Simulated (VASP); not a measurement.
# C20N in VASP: single point with PBE

Aim: the single point of C20N with PBE.

Program: VASP 6.6.1. These are calculated values, not measurements. Logs are shortened: lines on timing, memory, paths and dates and some standing lists are left out, and cuts for length are marked.

## 1. The cell of the first run

The cell holds a slab with vacuum, 21 atoms: a = 5.051 Å, b = 3.572 Å, c = 20.379 Å, α = 90.00°, β = 90.00°, γ = 90.00°.

## 2. Single point, PBE, collinear spin, ferromagnetic start

The input, INCAR:

```
PREC = Accurate ; ENCUT = 520
EDIFF = 1E-6 ; ISMEAR = 0
SIGMA = 0.05 ; LREAL = Auto
LASPH = T ; NELM = 150
ALGO = Normal ; ISIF = 2
LWAVE = F ; LCHARG = F
ISPIN = 2 ; MAGMOM = 0 0 0 0 0 0 0 0 0 0 0 0 0 0 0 0 0 0 0 0 3
LORBIT = 11 ; LDIPOL = T
IDIPOL = 3 ; DIPOL = 0.5 0.5 0.327
GGA = PE ; NBANDS = 62
KPAR = 4
```

The input, KPOINTS:

```
regular mesh
0
Gamma
  5 8 1
```

The input, POSCAR:

```
C20N
1.0
    5.0509324483      0.0000000000      0.0000000000
    0.0000000000      3.5715485855      0.0000000000
    0.0000000000      0.0000000000     20.3790411838
C N
20 1
Direct
    0.2500000000      0.0000000000      0.1962800882
    0.7500000000      0.0000000000      0.1962800882
    0.0000000000      0.2500000000      0.1962800882
    0.5000000000      0.2500000000      0.1962800882
    0.0000000000      0.5000000000      0.2582424298
    0.5000000000      0.5000000000      0.2582424298
    0.2500000000      0.7500000000      0.2582424298
    0.7500000000      0.7500000000      0.2582424298
    0.2500000000      0.0024640196      0.3199149154
    0.7500000000      0.0024640196      0.3199149154
    0.0000000000      0.2475359804      0.3199149154
    0.5000000000      0.2475359804      0.3199149154
    0.0000000000      0.5097084332      0.3835991953
    0.5000000000      0.5097084332      0.3835991953
    0.2500000000      0.7402915668      0.3835991953
    0.7500000000      0.7402915668      0.3835991953
    0.2500000000      0.0294931910      0.4356947466
    0.7500000000      0.0294931910      0.4356947466
    0.0000000000      0.2205068090      0.4356947466
    0.5000000000      0.2205068090      0.4356947466
    0.3333333333      0.0294931910      0.5014410538
```

Potentials or basis: VASP PAW PBE potentials, release 64 (C, N).

The run is started by

```sh
$ cat potpaw_PBE.64/C/POTCAR potpaw_PBE.64/N/POTCAR > POTCAR
$ mpirun -np 4 vasp_std > vasp.out
```

OUTCAR:

```text
PREC = Accurate
   ENCUT = 520
   EDIFF = 1E-6
   ISMEAR = 0
   LREAL = Auto
   LASPH = T
   NELM = 150
   ISIF = 2
   ISPIN = 2
   LORBIT = 11
   GGA = PE

 ion  position               nearest neighbor table
   1  0.250  0.000  0.196-   7 1.55   4 1.55   3 1.55
   2  0.750  0.000  0.196-   8 1.55   4 1.55   3 1.55
   3  0.000  0.250  0.196-   5 1.55   2 1.55   1 1.55
   4  0.500  0.250  0.196-   6 1.55   2 1.55   1 1.55
   5  0.000  0.500  0.258-   3 1.55   7 1.55   8 1.55  11 1.55
   6  0.500  0.500  0.258-   4 1.55   7 1.55   8 1.55  12 1.55
   7  0.250  0.750  0.258-   1 1.55   5 1.55   6 1.55   9 1.55
   8  0.750  0.750  0.258-   2 1.55   5 1.55   6 1.55  10 1.55
   9  0.250  0.002  0.320-  11 1.54  12 1.54   7 1.55  15 1.60
  10  0.750  0.002  0.320-  11 1.54  12 1.54   8 1.55  16 1.60
  11  0.000  0.248  0.320-   9 1.54  10 1.54   5 1.55  13 1.60
  12  0.500  0.248  0.320-   9 1.54  10 1.54   6 1.55  14 1.60
  13  0.000  0.510  0.384-  19 1.48  16 1.51  15 1.51  11 1.60
  14  0.500  0.510  0.384-  20 1.48  16 1.51  15 1.51  12 1.60
  15  0.250  0.740  0.384-  17 1.48  14 1.51  13 1.51   9 1.60
  16  0.750  0.740  0.384-  18 1.48  14 1.51  13 1.51  10 1.60
  17  0.250  0.029  0.436-  21 1.40  20 1.44  19 1.44  15 1.48
  18  0.750  0.029  0.436-  19 1.44  20 1.44  16 1.48
  19  0.000  0.221  0.436-  17 1.44  18 1.44  13 1.48
  20  0.500  0.221  0.436-  17 1.44  18 1.44  14 1.48  21 1.72
  21  0.333  0.029  0.501-  17 1.40  20 1.72

  LATTYP: Found a simple orthorhombic cell.
 ALAT       =     3.5715485855
 B/A-ratio  =     1.4142135624
 C/A-ratio  =     5.7059397894

  Lattice vectors:

 A1 = (   0.0000000000,  -3.5715485855,   0.0000000000)
 A2 = (   5.0509324483,   0.0000000000,   0.0000000000)
 A3 = (   0.0000000000,   0.0000000000,  20.3790411838)

Analysis of symmetry for initial positions (statically):
=====================================================================
 Subroutine PRICEL returns:
 Original cell was already a primitive cell.

 Routine SETGRP: Setting up the symmetry group for a
 simple orthorhombic supercell.

 Subroutine GETGRP returns: Found  1 space group operations
 (whereof  1 operations were pure point group operations)
 out of a pool of  8 trial point group operations.

The static configuration has the point symmetry C_1 .

Analysis of symmetry for dynamics (positions and initial velocities):
=====================================================================
 Subroutine PRICEL returns:
 Original cell was already a primitive cell.

 Routine SETGRP: Setting up the symmetry group for a
 simple orthorhombic supercell.

 Subroutine GETGRP returns: Found  1 space group operations
 (whereof  1 operations were pure point group operations)
 out of a pool of  8 trial point group operations.

The dynamic configuration has the point symmetry C_1 .

Analysis of structural, dynamic, and magnetic symmetry:
=====================================================================
 Subroutine PRICEL returns:
 Original cell was already a primitive cell.

 Routine SETGRP: Setting up the symmetry group for a
 simple orthorhombic supercell.

 Subroutine GETGRP returns: Found  1 space group operations
 (whereof  1 operations were pure point group operations)
 out of a pool of  8 trial point group operations.

The overall configuration has the point symmetry C_1 .

 Subroutine INISYM returns: Found  1 space group operations
 (whereof  1 operations are pure point group operations),
 and found     1 'primitive' translations

----------------------------------------------------------------------------------------

                                     Primitive cell

  volume of cell :     367.6308

  direct lattice vectors                    reciprocal lattice vectors
     5.050932448  0.000000000  0.000000000     0.197983246  0.000000000  0.000000000
     0.000000000  3.571548585  0.000000000     0.000000000  0.279990591  0.000000000
     0.000000000  0.000000000 20.379041184     0.000000000  0.000000000  0.049070022

  length of vectors
[... 106 lines left out ...]
 SYSTEM =  unknown system
   PREC   = accura    normal or accurate (medium, high low for compatibility)
   ISTART =      0    job   : 0-new  1-cont  2-samecut
   ICHARG =      2    charge: 1-file 2-atom 10-const
   ISPIN  =      2    spin polarized calculation?
   LNONCOLLINEAR =      F non collinear calculations
   LSORBIT =      F    spin-orbit coupling
   LASPH  =      T    aspherical Exc in radial PAW
   ENCUT  =  520.0 eV  38.22 Ry    6.18 a.u.   9.39  6.64 37.89*2*pi/ulx,y,z
   NELM   =    150;   NELMIN=  2; NELMDL= -5     # of ELM steps
   EDIFF  = 0.1E-05   stopping-criterion for ELM
   LREAL  =      T    real-space projection
   EDIFFG = 0.1E-04   stopping-criterion for IOM
   NSW    =      0    number of steps for IOM
   IBRION =     -1    ionic relax: 0-MD 1-quasi-New 2-CG
   NFREE  =      0    steps in history (QN), initial steepest desc. (CG)
   ISIF   =      2    stress and relaxation
   ISYM   =      2    0-nonsym 1-usesym 2-fastsym
   POTIM  = 0.5000    time-step for ionic-motion
   TEBEG  =    0.0;   TEEND  =   0.0 temperature during run
   PSTRESS=    0.0 pullay stress
   NELECT =      85.0000    total number of electrons
   NUPDOWN=      -1.0000    fix difference up-down
   EMIN   =  10.00;   EMAX   =-10.00  energy-range for DOS
   EFERMI =   0.00;   METHOD = LEGACY
   ISMEAR =     0;   SIGMA  =   0.05  broadening in eV -4-tet -1-fermi 0-gaus
   EFERMI_NEDOS =   21; number of points for ismear=-14 and -15
   IALGO  =     38    algorithm
   IMIX   =      4    mixing-type and parameters
     AMIX     =   0.40;   BMIX     =  1.00
     AMIX_MAG =   1.60;   BMIX_MAG =  1.00
  volume/ion in A,a.u.               =      17.51       118.14
  Fermi-wavevector in a.u.,A,eV,Ry     =   1.004794  1.898786 13.736601  1.009612
  Thomas-Fermi vector in A             =   2.137433
   LORBIT       =     11    0 simple, 1 ext, 2 COOP (PROOUT), +10 PAW based schemes
   GGA     = PE    functional components
   LHFCALC =     F    Hartree Fock is set to
   AEXX    =    0.0000 exact exchange contribution
   IVDW    =     0    specifies the selected vdW correction
   LEPSILON=     F    determine dielectric tensor
   LRPA    =     F    only Hartree local field effects (RPA)
 spin polarized calculation
 Gauss-broadening in eV      SIGMA  =   0.05
  energy-cutoff  :      520.00
  volume of cell :      367.63
 maximum number of plane-waves:      9943
 NGX is ok and might be reduce to    40
   NGX = 19   NGY = 13   NGZ = 75

 dipolmoment           0.000000      0.000000     -0.046709 electrons x Angstroem

 number of electron      85.0000004 magnetization       0.6006825

 dipolmoment           0.000000      0.000000      0.139526 electrons x Angstroem

 Free energy of the ion-electron system (eV)
  ---------------------------------------------------
  ext. energy  EPLUGINS =         0.00000000
  ---------------------------------------------------
  free energy    TOTEN  =      -174.76800120 eV

  energy without entropy =     -174.76526741  energy(sigma->0) =     -174.76663431

 E-fermi :  -1.0735     XC(G=0):  -5.2455

 val. band max:       -1.0879961191   @ k =  -0.4000   0.2500   0.0000
 cond. band min:      -1.0608245118   @ k =   0.2000   0.5000   0.0000
 fundamental gap:      0.0271716073
 Fermi energy:        -1.0735209148

 spin component 1

 k-point     1 :       0.0000    0.0000    0.0000
  band No.  band energies     occupation
      1     -22.6276      1.00000
      2     -21.1254      1.00000
      3     -19.3990      1.00000
      4     -18.0971      1.00000
      5     -17.9453      1.00000
      6     -17.0031      1.00000
[... 1186 lines left out ...]
     53       7.0242      0.00000
     54       7.2904      0.00000
 Fermi energy:        -1.0735209148

 spin component 2

 k-point     1 :       0.0000    0.0000    0.0000
  band No.  band energies     occupation
      1     -22.5958      1.00000
      2     -21.0471      1.00000
      3     -19.2299      1.00000
      4     -18.0756      1.00000
      5     -17.9396      1.00000
      6     -16.9558      1.00000
[... 1186 lines left out ...]
     53       7.0303      0.00000
     54       7.2991      0.00000
 [bands above 54 left out]

------------------------ aborting loop because EDIFF is reached ----------------------------------------

 vacuum level on the upper side and lower side of the slab       (xc-potential included)         0.683        -0.682

  FORCE on cell =-STRESS in cart. coord.  units (eV):
  Direction    XX          YY          ZZ          XY          YZ          ZX
  --------------------------------------------------------------------------------------
  -------------------------------------------------------------------------------------
  Total       -4.6114601     11.8275211     -1.8111168     -1.6191593      1.6878293      1.9389136
  in kB      -20.0972749     51.5457003     -7.8930558     -7.0564829      7.3557545      8.4500091
  external PRESSURE =       7.8517899 kB  Pullay stress =       0.0000000 kB

 VOLUME and BASIS-vectors are now :
 -----------------------------------------------------------------------------
  energy-cutoff  :      520.00
  volume of cell :      367.63
      direct lattice vectors                 reciprocal lattice vectors
     5.050932448  0.000000000  0.000000000     0.197983246  0.000000000  0.000000000
     0.000000000  3.571548585  0.000000000     0.000000000  0.279990591  0.000000000
     0.000000000  0.000000000 20.379041184     0.000000000  0.000000000  0.049070022

 POSITION                                       TOTAL-FORCE (eV/Angst)
 -----------------------------------------------------------------------------------
      1.26273      0.00000      4.00000        -0.016591      4.085806      0.947961
      3.78820      0.00000      4.00000        -0.061214      4.036331      0.944882
      0.00000      0.89289      4.00000         0.069673     -4.042549      0.975052
      2.52547      0.89289      4.00000         0.007747     -4.075703      0.963847
      0.00000      1.78577      5.26273        -0.004057      0.925813     -0.980979
      2.52547      1.78577      5.26273         0.006238      0.891268     -0.973892
[... 13 lines left out ...]
      2.52547      0.78755      8.87904         0.311174      1.442081      1.634950
      1.68364      0.10534     10.21889         1.226521      1.193124      0.148120
 -----------------------------------------------------------------------------------
    total drift:                               -0.000198      0.000083     -0.025991

  FREE ENERGIE OF THE ION-ELECTRON SYSTEM (eV)
  ---------------------------------------------------
  free  energy   TOTEN  =      -174.7680011984 eV

  energy  without entropy=     -174.7652674120  energy(sigma->0) =     -174.76663431

 vacuum level on the upper side and lower side of the slab         5.972         4.573

 total charge

# of ion       s       p       d       tot
------------------------------------------
    1        0.834   1.583   0.000   2.417
    2        0.835   1.581   0.000   2.416
    3        0.835   1.581   0.000   2.416
    4        0.835   1.582   0.000   2.417
    5        0.833   1.711   0.000   2.544
    6        0.833   1.711   0.000   2.544
[... 13 lines left out ...]
   20        0.837   1.781   0.000   2.617
   21        1.349   2.196   0.000   3.545
--------------------------------------------------
tot         18.129  36.449   0.000  54.579

 magnetization (x)

# of ion       s       p       d       tot
------------------------------------------
    1       -0.051  -0.297   0.000  -0.348
    2       -0.051  -0.300   0.000  -0.351
    3        0.051   0.300   0.000   0.351
    4        0.051   0.300   0.000   0.351
    5       -0.008  -0.034   0.000  -0.042
    6       -0.008  -0.033   0.000  -0.041
[... 13 lines left out ...]
   20       -0.002  -0.009   0.000  -0.011
   21        0.010   0.365   0.000   0.375
--------------------------------------------------
tot          0.017   0.424   0.000   0.441
```

Run time: 14 min. Hardware: 4 MPI ranks of Intel Xeon Platinum 8259CL at 2.50GHz (Skylake/Cascade Lake), shared host; peak memory 0.93 GiB.

Results:

| Property | Result |
| --- | --- |
| Free energy | -174.7680 eV |
| Largest force | 4.194 eV/Å |
| Net moment | 0.60 μB per cell |
| Site moments | C -0.35, +0.35, -0.04, +0.04, -0.02, +0.03, +0.00, +0.01, +0.02, -0.00, -0.01 (each value once); N +0.38 μB |
| Valence electrons inside the program's atomic spheres | C 2.42, 2.54, 2.56, 2.60, 2.62, 2.74, 2.59 (each value once); N 3.54 |

Forces on the atoms (eV/Å):
```
C   -0.017  4.086  0.948
C   -0.061  4.036  0.945
C    0.070 -4.043  0.975
C    0.008 -4.076  0.964
C   -0.004  0.926 -0.981
C    0.006  0.891 -0.974
C    0.000 -0.837 -1.087
C    0.002 -0.905 -1.041
C   -0.058 -0.498  0.205
C    0.029 -0.051  0.023
C   -0.015  0.018 -0.127
C    0.027  0.241  0.048
C   -0.112 -0.360 -0.059
C   -0.379  0.072 -0.161
C   -0.033  0.275 -1.871
C    0.272  0.299 -0.238
C   -0.252 -3.120  0.253
C    1.084 -0.497  0.489
C   -2.104  0.907 -0.093
C    0.311  1.442  1.635
N    1.227  1.193  0.148
```
